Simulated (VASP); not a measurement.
Input of a VASP 6.6.1 run:

INCAR

```
SYSTEM = C
PREC = Accurate
ENCUT = 600
EDIFF = 1E-7
ISMEAR = 0
SIGMA = 0.02
LREAL = .FALSE.
LASPH = .TRUE.
NELM = 120
ALGO = Normal
ISIF = 3
LWAVE = .FALSE.
LCHARG = .FALSE.
GGA = PE
IVDW = 12
IBRION = 2
NSW = 100
EDIFFG = -0.002
GGA_COMPAT = .FALSE.
NELMIN = 4
```

The input KPOINTS:

```
regular mesh
0
G
  12 12 12
  0 0 0
```

The input POSCAR:

```
C
1.0
    0.0000000000      1.7800000000      1.7800000000
    1.7800000000      0.0000000000      1.7800000000
    1.7800000000      1.7800000000      0.0000000000
C
2
Direct
    0.0000000000      0.0000000000      0.0000000000
    0.2500000000      0.2500000000      0.2500000000
```

Potentials or basis: VASP PAW PBE potentials, release 64 (C).

Run with:

```console
$ cat potpaw_PBE.64/C/POTCAR > POTCAR
$ mpirun -np 1 vasp_std > vasp.out
```

Question: What does it give for the relaxed cell?

Answer: a = 2.515 Å, b = 2.515 Å, c = 2.515 Å, α = 60.00°, β = 60.00°, γ = 60.00°.

Question: What does it give for the dispersion energy per atom?

Answer: -0.193 eV.

Question: Predict the band gap on the k mesh.

Answer: 4.17 eV, indirect (least direct gap 5.61 eV).

Question: Estimate the relaxed volume.

Answer: 5.63 Å³/atom.

Final structure:
```cif
data_structure
_symmetry_space_group_name_H-M 'P 1'
_symmetry_Int_Tables_number 1
_cell_length_a 2.5151
_cell_length_b 2.5151
_cell_length_c 2.5151
_cell_angle_alpha 60.000
_cell_angle_beta 60.000
_cell_angle_gamma 60.000
_cell_volume 11.25
loop_
_atom_site_label
_atom_site_type_symbol
_atom_site_fract_x
_atom_site_fract_y
_atom_site_fract_z
_atom_site_occupancy
C1 C 0.00000 0.00000 0.00000 1
C2 C 0.25000 0.25000 0.25000 1
```

A k mesh can miss the band edges. Expect the measured gap to be larger: semilocal functionals such as PBE lack the derivative discontinuity.
